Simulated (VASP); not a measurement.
# Sc3BN2 (P6/mmm) in VASP: relaxation of cell and atoms with PBE

Aim: the relaxation of cell and atoms of Sc3BN2 with PBE.

Program: VASP 6.6.1. These are calculated values, not measurements. Logs are shortened: lines on timing, memory, paths and dates and some standing lists are left out, and cuts for length are marked.

### 1 The cell of the first run

It takes space group P6/mmm (No. 191, hexagonal). The conventional cell has a = 4.859 Å, b = 4.859 Å, c = 4.992 Å, α = 90.00°, β = 90.00°, γ = 120.00°. Sc (site symmetry -6m2) has 2 N at 2.50 Å and 6 Sc at 2.81 Å within 3.3 Å. Sc (site symmetry 6/mmm) has 2 B at 2.50 Å and 6 Sc at 2.81 Å within 3.3 Å. B (site symmetry 6/mmm) has 2 Sc at 2.50 Å and 6 N at 2.81 Å within 3.3 Å. Within 3.3 Å of N (site symmetry -6m2) lie 2 Sc at 2.50 Å and 3 B at 2.81 Å and 3 N at 2.81 Å.

The cell was generated, and may not be a known phase.

### 2 Relaxation of cell and atoms, PBE

INCAR

```
SYSTEM = Sc3BN2
PREC = Accurate
ENCUT = 1330
EDIFF = 1E-7
ISMEAR = 0
SIGMA = 0.1
LREAL = .False.
LASPH = .True.
NELM = 120
ALGO = Normal
ISIF = 3
LWAVE = .False.
LCHARG = .False.
GGA = PE
IBRION = 2
NSW = 90
EDIFFG = -0.04
GGA_COMPAT = .False.
NELMIN = 4
```

KPOINTS

```
regular mesh
0
Gamma
  6 6 4
  0 0 0
```

POSCAR

```
Sc3BN2
1.0
    4.8591883800      0.0000000000      0.0000000000
   -2.4295941900      4.2081805800      0.0000000000
    0.0000000000      0.0000000000      4.9921081400
Sc B N
3 1 2
Direct
    0.3333333300      0.6666666700      0.5000000000
    0.6666666700      0.3333333300      0.5000000000
    0.0000000000      0.0000000000      0.5000000000
    0.0000000000      0.0000000000      0.0000000000
    0.3333333300      0.6666666700      0.0000000000
    0.6666666700      0.3333333300      0.0000000000
```

Potentials or basis: VASP PAW PBE potentials, release 64 (Sc_sv, B_h, N_h).

Launch:

```console
> cat potpaw_PBE.64/Sc_sv/POTCAR potpaw_PBE.64/B_h/POTCAR potpaw_PBE.64/N_h/POTCAR > POTCAR
> mpirun -np 1 vasp_std > vasp.out
```

OUTCAR:

```text
SYSTEM = Sc3BN2
   PREC = Accurate
   ENCUT = 1330
   EDIFF = 1E-7
   ISMEAR = 0
   LREAL = .False.
   LASPH = .True.
   NELM = 120
   ISIF = 3
   GGA = PE
   IBRION = 2
   NSW = 90
   EDIFFG = -0.04
   NELMIN = 4

 ion  position               nearest neighbor table
   1  0.333  0.667  0.500-   3 2.81   2 2.81   2 2.81   3 2.81   3 2.81   2 2.81
   2  0.667  0.333  0.500-   3 2.81   1 2.81   1 2.81   3 2.81   3 2.81   1 2.81
   3  0.000  0.000  0.500-   1 2.81   2 2.81   2 2.81   1 2.81   2 2.81   1 2.81
   4  0.000  0.000  0.000-
   5  0.333  0.667  0.000-
   6  0.667  0.333  0.000-

  LATTYP: Found a hexagonal cell.
 ALAT       =     4.8591883800
 C/A-ratio  =     1.0273543130

  Lattice vectors:

 A1 = (   4.8591883800,   0.0000000000,   0.0000000000)
 A2 = (  -2.4295941900,   4.2081805800,   0.0000000000)
 A3 = (   0.0000000000,   0.0000000000,   4.9921081400)

Analysis of symmetry for initial positions (statically):
=====================================================================
 Subroutine PRICEL returns:
 Original cell was already a primitive cell.

 Routine SETGRP: Setting up the symmetry group for a
 hexagonal supercell.

 Subroutine GETGRP returns: Found 24 space group operations
 (whereof 24 operations were pure point group operations)
 out of a pool of 24 trial point group operations.

The static configuration has the point symmetry D_6h.

Analysis of symmetry for dynamics (positions and initial velocities):
=====================================================================
 Subroutine PRICEL returns:
 Original cell was already a primitive cell.

 Routine SETGRP: Setting up the symmetry group for a
 hexagonal supercell.

 Subroutine GETGRP returns: Found 24 space group operations
 (whereof 24 operations were pure point group operations)
 out of a pool of 24 trial point group operations.

The dynamic configuration has the point symmetry D_6h.

 Subroutine INISYM returns: Found 24 space group operations
 (whereof 24 operations are pure point group operations),
 and found     1 'primitive' translations

----------------------------------------------------------------------------------------

                                     Primitive cell

  volume of cell :     102.0803

  direct lattice vectors                    reciprocal lattice vectors
     4.859188380  0.000000000  0.000000000     0.205795685  0.118816194  0.000000000
    -2.429594190  4.208180580  0.000000000     0.000000000  0.237632388  0.000000000
     0.000000000  0.000000000  4.992108140     0.000000000  0.000000000  0.200316173

  length of vectors
     4.859188380  4.859188381  4.992108140     0.237632388  0.237632388  0.200316173

  position of ions in fractional coordinates (direct lattice)
     0.333333330  0.666666670  0.500000000
     0.666666670  0.333333330  0.500000000
     0.000000000  0.000000000  0.500000000
     0.000000000  0.000000000  0.000000000
     0.333333330  0.666666670  0.000000000
     0.666666670  0.333333330  0.000000000

  ion indices of the primitive-cell ions
   primitive index   ion index
                 1           1
                 2           2
                 3           3
                 4           4
                 5           5
                 6           6

----------------------------------------------------------------------------------------

 KPOINTS: regular mesh

Automatic generation of k-mesh.
 Grid dimensions read from file:
 generate k-points for:    6    6    4

 Generating k-lattice:

  Cartesian coordinates                     Fractional coordinates (reciprocal lattice)
     0.034299281  0.019802699  0.000000000     0.166666667  0.000000000  0.000000000
     0.000000000  0.039605398  0.000000000     0.000000000  0.166666667  0.000000000
     0.000000000  0.000000000  0.050079043     0.000000000  0.000000000  0.250000000

  Length of vectors
     0.039605398  0.039605398  0.050079043

  Shift w.r.t. Gamma in fractional coordinates (k-lattice)
     0.000000000  0.000000000  0.000000000

 Subroutine IBZKPT returns following result:
 ===========================================

 Found     21 irreducible k-points:

 Following reciprocal coordinates:
            Coordinates               Weight
  0.000000  0.000000  0.000000      1.000000
  0.166667 -0.000000  0.000000      6.000000
  0.333333 -0.000000  0.000000      6.000000
  0.500000 -0.000000  0.000000      3.000000
  0.166667  0.166667  0.000000      6.000000
  0.333333  0.166667  0.000000     12.000000
[... 13 lines left out ...]
  0.333333  0.166667  0.500000     12.000000
  0.333333  0.333333  0.500000      2.000000
   k-points           NKPTS =     21   k-points in BZ     NKDIM =     21   number of bands    NBANDS=     27
   number of dos      NEDOS =    301   number of ions     NIONS =      6
   total plane-waves  NPLWV = 216000
   dimension x,y,z NGX =    60 NGY =   60 NGZ =   60
   dimension x,y,z NGXF=   120 NGYF=  120 NGZF=  120
   ions per type =               3   1   2
   NGX,Y,Z   is equivalent  to a cutoff of  20.53, 20.53, 19.98 a.u.
   NGXF,Y,Z  is equivalent  to a cutoff of  41.06, 41.06, 39.96 a.u.
 SYSTEM =  Sc3BN2
   PREC   = accura    normal or accurate (medium, high low for compatibility)
   ISTART =      0    job   : 0-new  1-cont  2-samecut
   ICHARG =      2    charge: 1-file 2-atom 10-const
   ISPIN  =      1    spin polarized calculation?
   LNONCOLLINEAR =      F non collinear calculations
   LSORBIT =      F    spin-orbit coupling
   LASPH  =      T    aspherical Exc in radial PAW
   ENCUT  = 1330.0 eV  97.75 Ry    9.89 a.u.  14.45 14.45 14.84*2*pi/ulx,y,z
   NELM   =    120;   NELMIN=  4; NELMDL= -5     # of ELM steps
   EDIFF  = 0.1E-06   stopping-criterion for ELM
   LREAL  =      F    real-space projection
   EDIFFG = -.4E-01   stopping-criterion for IOM
   NSW    =     90    number of steps for IOM
   IBRION =      2    ionic relax: 0-MD 1-quasi-New 2-CG
   NFREE  =      1    steps in history (QN), initial steepest desc. (CG)
   ISIF   =      3    stress and relaxation
   ISYM   =      2    0-nonsym 1-usesym 2-fastsym
   POTIM  = 0.5000    time-step for ionic-motion
   TEBEG  =    0.0;   TEEND  =   0.0 temperature during run
   PSTRESS=    0.0 pullay stress
   NELECT =      46.0000    total number of electrons
   NUPDOWN=      -1.0000    fix difference up-down
   EMIN   =  10.00;   EMAX   =-10.00  energy-range for DOS
   EFERMI =   0.00;   METHOD = LEGACY
   ISMEAR =     0;   SIGMA  =   0.10  broadening in eV -4-tet -1-fermi 0-gaus
   EFERMI_NEDOS =   21; number of points for ismear=-14 and -15
   IALGO  =     38    algorithm
   IMIX   =      4    mixing-type and parameters
     AMIX     =   0.40;   BMIX     =  1.00
     AMIX_MAG =   1.60;   BMIX_MAG =  1.00
  volume/ion in A,a.u.               =      17.01       114.81
  Fermi-wavevector in a.u.,A,eV,Ry     =   1.255105  2.371805 21.433104  1.575289
  Thomas-Fermi vector in A             =   2.388878
   LORBIT       =      0    0 simple, 1 ext, 2 COOP (PROOUT), +10 PAW based schemes
   GGA     = PE    functional components
   LHFCALC =     F    Hartree Fock is set to
   AEXX    =    0.0000 exact exchange contribution
   IVDW    =     0    specifies the selected vdW correction
   LEPSILON=     F    determine dielectric tensor
   LRPA    =     F    only Hartree local field effects (RPA)
 conjugate gradient relaxation of ions
 non-spin polarized calculation
 Gauss-broadening in eV      SIGMA  =   0.10
  energy-cutoff  :     1330.00
  volume of cell :      102.08
 maximum number of plane-waves:     11268
 NGX is ok and might be reduce to    60
   NGX = 29   NGY = 29   NGZ = 29

--------------------------------------- Ionic step        1  -------------------------------------------

 number of electron      46.0000001 magnetization

 Free energy of the ion-electron system (eV)
  ---------------------------------------------------
  ext. energy  EPLUGINS =         0.00000000
  ---------------------------------------------------
  free energy    TOTEN  =       -31.34677395 eV

  energy without entropy =      -31.32806069  energy(sigma->0) =      -31.33741732

------------------------ aborting loop because EDIFF is reached ----------------------------------------

  FORCE on cell =-STRESS in cart. coord.  units (eV):
  Direction    XX          YY          ZZ          XY          YZ          ZX
  --------------------------------------------------------------------------------------
  -------------------------------------------------------------------------------------
  Total        7.8714075      7.8714075    -23.1631626      0.0000000     -0.0000000      0.0000000
  in kB      123.5437812    123.5437813   -363.5518419      0.0000000     -0.0000000      0.0000000
  external PRESSURE =     -38.8214265 kB  Pullay stress =       0.0000000 kB
[... 65 lines left out ...]
  energy  without entropy=      -33.7502750107  energy(sigma->0) =      -33.76031276

--------------------------------------- Ionic step        3  -------------------------------------------

 number of electron      46.0000000 magnetization

 E-fermi :   3.5818     XC(G=0): -10.3305

 val. band max:        3.5711828649   @ k =   0.5000  -0.0000   0.0000
 cond. band min:       3.6395641457   @ k =   0.1667   0.1667   0.5000
 fundamental gap:      0.0683812808
 Fermi energy:         3.5818115718

 k-point     1 :       0.0000    0.0000    0.0000
  band No.  band energies     occupation
      1     -45.0447      2.00000
      2     -44.8929      2.00000
      3     -44.8459      2.00000
      4     -23.9641      2.00000
      5     -23.9641      2.00000
      6     -23.9410      2.00000
[... 656 lines left out ...]
  energy  without entropy=      -34.0671291414  energy(sigma->0) =      -34.07415643

--------------------------------------- Ionic step        4  -------------------------------------------

 number of electron      46.0000001 magnetization

 E-fermi :   2.7901     XC(G=0):  -9.8376

 val. band max:        2.7898278774   @ k =   0.0000   0.0000   0.2500
 cond. band min:       2.7982343816   @ k =   0.5000  -0.0000   0.0000
 fundamental gap:      0.0084065041
 Fermi energy:         2.7901401637

 k-point     1 :       0.0000    0.0000    0.0000
  band No.  band energies     occupation
      1     -46.0559      2.00000
      2     -45.9372      2.00000
      3     -45.8962      2.00000
      4     -24.9082      2.00000
      5     -24.9082      2.00000
      6     -24.8677      2.00000
[... 816 lines left out ...]
  energy  without entropy=      -34.5660131378  energy(sigma->0) =      -34.58007620

--------------------------------------- Ionic step        9  -------------------------------------------

 number of electron      45.9999999 magnetization

 Free energy of the ion-electron system (eV)
  ---------------------------------------------------
  ext. energy  EPLUGINS =         0.00000000
  ---------------------------------------------------
  free energy    TOTEN  =       -34.59513360 eV

  energy without entropy =      -34.56631100  energy(sigma->0) =      -34.58072230

 E-fermi :   2.1987     XC(G=0):  -9.4242

 val. band max:        2.1980986334   @ k =   0.1667   0.1667   0.5000
 cond. band min:       2.2011378265   @ k =   0.3333   0.3333   0.0000
 fundamental gap:      0.0030391931
 Fermi energy:         2.1987305387

 k-point     1 :       0.0000    0.0000    0.0000
  band No.  band energies     occupation
      1     -46.8769      2.00000
      2     -46.7410      2.00000
      3     -46.7132      2.00000
      4     -25.6825      2.00000
      5     -25.6825      2.00000
      6     -25.6202      2.00000
[... 652 lines left out ...]
  FREE ENERGIE OF THE ION-ELECTRON SYSTEM (eV)
  ---------------------------------------------------
  free  energy   TOTEN  =       -34.5951335976 eV

  energy  without entropy=      -34.5663110023  energy(sigma->0) =      -34.58072230

 reached required accuracy - stopping structural energy minimisation
```

Wall time 64 min (1 thread of Intel Xeon Platinum 8488C (Sapphire Rapids), shared host); peak memory 0.71 GiB.

What came out:

```yaml
Free_energy: -34.5951 eV
Relaxed_volume: 19.50 Å³/atom
Relaxed_cell: a = 5.633 Å, b = 5.633 Å, c = 4.259 Å, α = 90.00°, β = 90.00°, γ = 120.00°
Space_group_after_relaxing_to_0.1_Å: P6/mmm (No. 191)
Energy_gained_by_relaxing: 541.4 meV/atom
Ionic_steps: 9
Pressure_after_relaxing: 0.2 GPa
Band_gap_on_the_k_mesh: zero (bands 23 and 24 overlap by 1.58 eV)
```

Step by step:
```tsv
step	energy change (eV)	largest force (eV/Å)	pressure (GPa)	volume (Å³)
1	0.0000	0.0000	-3.88	102.08
2	-2.4236	0.0000	15.43	93.92
3	-2.7344	0.0000	8.52	95.81
4	-3.1484	0.0000	2.58	106.83
5	-3.2300	0.0000	0.05	113.86
6	-3.2355	0.0000	-0.78	116.31
7	-3.2409	0.0000	1.14	116.39
8	-3.2474	0.0000	0.31	116.36
9	-3.2484	0.0000	0.16	117.03
```

Final structure:
```
Sc B N
1.0
     5.63268    0.00000    0.00000
    -2.81634    4.87804    0.00000
     0.00000    0.00000    4.25928
Sc B N
3 1 2
Direct
  0.33333 0.66667 0.50000
  0.66667 0.33333 0.50000
  0.00000 0.00000 0.50000
  0.00000 0.00000 0.00000
  0.33333 0.66667 0.00000
  0.66667 0.33333 0.00000
```

Levels at points of the mesh, in eV from the Fermi level:
```csv
k point,band 19,band 20,band 21,band 22,band 23,band 24,band 25,band 26,band 27
"(0.00, 0.00, 0.00)",-1.20,-1.20,-0.84,-0.10,1.35,1.35,1.73,1.81,1.81
"(0.50, 0.00, 0.00)",-0.63,-0.38,-0.28,0.00,0.51,0.74,0.75,1.25,1.32
"(0.00, 0.00, 0.50)",-1.95,-1.94,-1.65,-1.65,-1.19,0.73,0.77,1.01,1.01
"(0.50, 0.00, 0.50)",-2.03,-1.40,-1.15,-0.44,-0.26,-0.24,-0.15,0.13,0.45
```

Caveat: a cell axis changed by over 15 % at a fixed basis, so the end point is rough.
